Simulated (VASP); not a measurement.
Input of a VASP 6.6.1 run:

Contents of POSCAR:

```
TaTe
1.0
    0.0000000000      2.8462273620      2.8462273620
    2.8462273620      0.0000000000      2.8462273620
    2.8462273620      2.8462273620      0.0000000000
Ta Te
1 1
Direct
    0.5000000000      0.5000000000      0.5000000000
    0.0000000000      0.0000000000      0.0000000000
```

File INCAR.step1:

```
ALGO = Normal
EDIFF = 1E-4
ENCUT = 520
GGA = PE
ISMEAR = 0
ISPIN = 2
LASPH = T
LCHARG = F
LMAXMIX = 4
LREAL = F
LWAVE = T
MAGMOM = 2 0
NBANDS = 20
NELM = 150
PREC = Accurate
SIGMA = 0.05
```

The input INCAR.step2:

```
ALGO = Normal
EDIFF = 1E-6
ENCUT = 520
ISIF = 2
ISMEAR = 0
ISPIN = 2
ISTART = 1
LASPH = T
LCHARG = F
LMAXMIX = 4
LMIXTAU = T
LORBIT = 11
LREAL = F
LWAVE = F
MAGMOM = 2 0
METAGGA = R2SCAN
NBANDS = 20
NELM = 150
PREC = Accurate
SIGMA = 0.05
```

The input KPOINTS:

```
k-points
0
Gamma
  10 10 10
```

Potentials or basis: VASP PAW PBE potentials, release 64 (Ta_pv, Te).

Run with:

```bash
$ cat potpaw_PBE.64/Ta_pv/POTCAR potpaw_PBE.64/Te/POTCAR > POTCAR
$ cp INCAR.step1 INCAR
$ mpirun -np 1 vasp_std > vasp.out
$ cp INCAR.step2 INCAR
$ mpirun -np 1 vasp_std > vasp.out
```

(1) Predict the pressure.

(2) Estimate the net moment.

(3) What does it give for the site moments?

Answers

(1) -1.2 GPa.

(2) 0.20 μB per cell.

(3) Ta +0.16; Te -0.00 μB.

Caveat: the PAW data sets were made with another functional, which shifts forces and pressure a little.
